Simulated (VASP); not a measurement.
# InP: single point with PBE

The system is InP, a slab with vacuum.

```
In P
1.0
     3.91760    0.00000    0.00000
     0.00000    3.91760    0.00000
     0.00000    0.00000   23.31048
In P
4 4
Direct
  0.50000 0.50000 0.32745
  0.00000 0.00000 0.43705
  0.50000 0.50000 0.56295
  0.00000 0.00000 0.67255
  0.00000 0.00000 0.32059
  0.50000 0.50000 0.44446
  0.00000 0.00000 0.55554
  0.50000 0.50000 0.67941
```

* Program: VASP 6.6.1
* Task: single point
* Functional: PBE
* Potentials or basis: VASP PAW PBE potentials, release 64 (In_d, P)
* Cutoff: 520 eV
* k mesh: 9 × 9 × 1
* Occupations: gaussian, width 0.1 eV
* Spin: no spin polarisation

```
Largest force          : 0.015 eV/Å
Band gap on the k mesh : zero (bands 36 and 37 overlap by 1.50 eV)
```

Forces in eV/Å, atoms in the order of the input:
```
In   0.000  0.000  0.010
In   0.000  0.000 -0.011
In   0.000  0.000  0.011
In   0.000  0.000 -0.010
P    0.000  0.000 -0.005
P    0.000  0.000  0.015
P    0.000  0.000 -0.015
P    0.000  0.000  0.005
```

Levels at points of the mesh, in eV from the Fermi level:
| k point | band 33 | band 34 | band 35 | band 36 | band 37 | band 38 | band 39 | band 40 |
| --- | --- | --- | --- | --- | --- | --- | --- | --- |
| (0.00, 0.00, 0.00) | -1.10 | -0.92 | -0.92 | -0.36 | -0.36 | -0.24 | 1.28 | 1.36 |

Run time: 9.7 min on 1 thread of Intel(R) Xeon(R) Platinum 8488C (Sapphire Rapids), with other jobs on the host, peak memory 0.48 GiB.

Caveat: spin-orbit coupling is left out, which moves the levels of the heavy elements.
